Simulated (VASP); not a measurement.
Input of a VASP 6.6.1 run:

INCAR

```
PREC     = Accurate       # precision mode
ENCUT    = 520            # plane-wave cutoff, eV
EDIFF    = 1E-7           # SCF threshold, eV
ISMEAR   = 0              # smearing method
SIGMA    = 0.05           # smearing width, eV
LREAL    = F              # projectors in reciprocal space
LASPH    = T              # aspherical terms in the spheres
NELM     = 60             # most SCF steps
ALGO     = Normal         # electronic algorithm
ISIF     = 2              # what is computed and relaxed
LWAVE    = F              # write WAVECAR
LCHARG   = F              # write CHGCAR
GGA      = CA             # functional
NBANDS   = 20             # bands
```

The input KPOINTS:

```
regular mesh
0
Gamma
  9 9 8
```

File POSCAR:

```
CaSiAu
1.0
    4.3275936236      0.0000000000      0.0000000000
   -2.1637968118      3.7478060153      0.0000000000
    0.0000000000      0.0000000000      3.9424951600
Ca Si Au
1 1 1
Direct
    0.3333333300      0.6666666700      0.0000000000
    0.0000000000      0.0000000000      0.5000000000
    0.6666666700      0.3333333300      0.5000000000
```

Potentials or basis: VASP PAW LDA potentials, release 64 (Ca_sv, Si, Au).

Launch:

```sh
$ cat potpaw_LDA.64/Ca_sv/POTCAR potpaw_LDA.64/Si/POTCAR potpaw_LDA.64/Au/POTCAR > POTCAR
$ mpirun -np 1 vasp_std > vasp.out
```

Q: What does it give for the pressure?

A: -4.3 GPa.

Stress tensor (GPa, compression positive):
```
-4.82  0.00  0.00
 0.00 -4.82  0.00
 0.00  0.00 -3.17
```
